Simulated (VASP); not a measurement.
Runs of VASP 6.6.1 on Li. The structure is that of space group Im-3m (No. 229), or close to it. The cells are those of the table. 

```tsv
cell	cutoff (eV)	gap on the mesh (eV)	pressure (GPa)
a = 3.397, b = 3.397, c = 3.452 Å, 2 atoms	750	none	0.1
a = 3.363, b = 3.363, c = 3.547 Å, 2 atoms	750	none	0.0
a = 3.329, b = 3.329, c = 3.493 Å, 2 atoms	750	none	(a)
a = 3.431, b = 3.431, c = 3.438 Å, angles 90.0, 86.6, 90.0°, 2 atoms	520	none	-
a = 3.431 Å, 2 atoms	750	none	-0.1
a = 3.363, b = 3.363, c = 3.473 Å, 2 atoms	750	none	0.3
a = 3.397, b = 3.397, c = 3.485 Å, 2 atoms	750	none	0.0
```

Alike in all rows: task single point; level PBEsol; potentials or basis VASP PAW PBE potentials, release 64 (Li_sv); no spin polarisation; k mesh 16 × 16 × 16; smearing gaussian 0.1 eV.

Question: Estimate the missing entries.

Answer: (a) 0.5.

Caveats: the PAW data sets were made with another functional, which shifts forces and pressure a little; the cutoff is under 1.25 times the usual one of these potentials, so pressure, stress and relaxed cells hold a basis-set (Pulay) error (at least some runs).

A gap of «none» marks levels without a gap at the run's occupations.
